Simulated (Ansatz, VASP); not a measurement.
One calculation of CdS, two programs

The input INCAR:

```
SYSTEM = CdS
PREC = Accurate
ENCUT = 540
EDIFF = 1E-6
ISMEAR = 0
SIGMA = 0.01
LREAL = .False.
LASPH = .True.
NELM = 120
ALGO = Normal
ISIF = 2
LWAVE = .False.
LCHARG = .False.
GGA = PS
NBANDS = 34
GGA_COMPAT = .False.
```

KPOINTS

```
Automatic mesh
0
Gamma
  9 9 4
  0 0 0
```

File POSCAR:

```
CdS
1.0
    4.1370000000      0.0000000000      0.0000000000
   -2.0685000000      3.5827470955      0.0000000000
    0.0000000000      0.0000000000      6.7160000000
Cd S
2 2
Direct
    0.3333333333      0.6666666667     -0.0369094121
    0.6666666667      0.3333333333      0.4630905879
    0.3333333333      0.6666666667      0.4139094121
    0.6666666667      0.3333333333      0.9139094121
```

Input for Ansatz:

```yaml
crystal:
  lattice:
    - [4.137, 0.0, 0.0]
    - [-2.0685, 3.5827470955, 0.0]
    - [0.0, 0.0, 6.716]
  atoms:
    - { symbol: Cd, position: [0.3333333333, 0.6666666667, -0.0369094121] }
    - { symbol: Cd, position: [0.6666666667, 0.3333333333, 0.4630905879] }
    - { symbol: S, position: [0.3333333333, 0.6666666667, 0.4139094121] }
    - { symbol: S, position: [0.6666666667, 0.3333333333, 0.9139094121] }
basis:
  ecutwfc: 420
  xc_grid: 2
kpoints:
  mp_grid: { grid: [9, 9, 4] }
hamiltonian:
  xc: pbesol
  pseudopotentials: { kind: paw, azcp: { folder: soft_1 } }
scf:
  occupations: { method: fixed }
output:
  forces: true
  stress: true
  eigenvalues: true
  polarization: {}
```

Change from the starting cell: polar distortion scaled by 0.40.

Alike in both runs: task single point; functional PBEsol; k mesh 9 × 9 × 4; no spin polarisation.

```csv
,VASP,Ansatz
version,VASP 6.6.1,Ansatz 0.2.0
potentials or method,"VASP PAW PBE potentials, release 64 (Cd_sv_GW, S), cutoff 540 eV","scalar-relativistic, plane waves, PAW"
occupations,"gaussian, width 0.01 eV",fixed
valence electrons in the cell,52,52
```

|  | VASP | Ansatz | Ansatz less VASP |
| --- | --- | --- | --- |
| gap on the k mesh at the Fermi level (eV) | 1.29 | 1.29 | +0.003 |
| least direct gap on the mesh (eV) | 1.29 | 1.29 | +0.003 |
| pressure (GPa) | 1.3 | 2.3 | +0.96 |
| traceless stress, the component that is largest in VASP (GPa) | -5.53 | -5.54 | -0.006 |
| rms of the force components (eV/Å) | 0.335 | 0.336 | +0.0008 |

VASP's potentials were made for PBE, not for PBEsol, and Ansatz warns of the same on its side. Atom by atom the forces differ by 0.001 eV/Å (rms over components).
